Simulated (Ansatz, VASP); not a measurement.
## CaGe3N: VASP beside Ansatz

```
CELL_PARAMETERS angstrom
3.18671 1.83985 2.69679
-3.18671 1.83985 2.69679
0.00000 -3.67970 2.69679
ATOMIC_POSITIONS crystal
Ca 0.01000 0.01000 0.01000
Ge 0.50693 0.99874 0.50693
Ge 0.50693 0.50693 0.99874
Ge 0.99874 0.50693 0.50693
N 0.53943 0.53943 0.53943
```

Change from the starting cell: species swapped into the CsGeI3 type (R3m, No. 160).

Alike in both runs: task single point; functional PBE; k mesh 6 × 6 × 6; occupations gaussian, width 0.1 eV; no spin polarisation.

|  | VASP | Ansatz |
| --- | --- | --- |
| version | VASP 6.6.1 | Ansatz 0.2.0 |
| potentials or method | VASP PAW PBE potentials, release 64 (Ca_sv, Ge_d, N), cutoff 520 eV | scalar-relativistic, plane waves, PAW |
| valence electrons in the cell | 57 | 57 |

Ansatz gave:

* gap on the k mesh at the Fermi level (eV): none
* pressure (GPa): -0.1
* traceless stress, the component that is largest in VASP (GPa): -1.19
* rms of the force components (eV/Å): 0.343

Question: Estimate VASP's values.

Answer: gap on the k mesh at the Fermi level (eV): none; pressure (GPa): 0.0; traceless stress, the component that is largest in VASP (GPa): -1.21; rms of the force components (eV/Å): 0.338.

Atom by atom the forces differ by 0.005 eV/Å (rms over components). A gap of «none» marks a metal or a gap that the smearing closes.
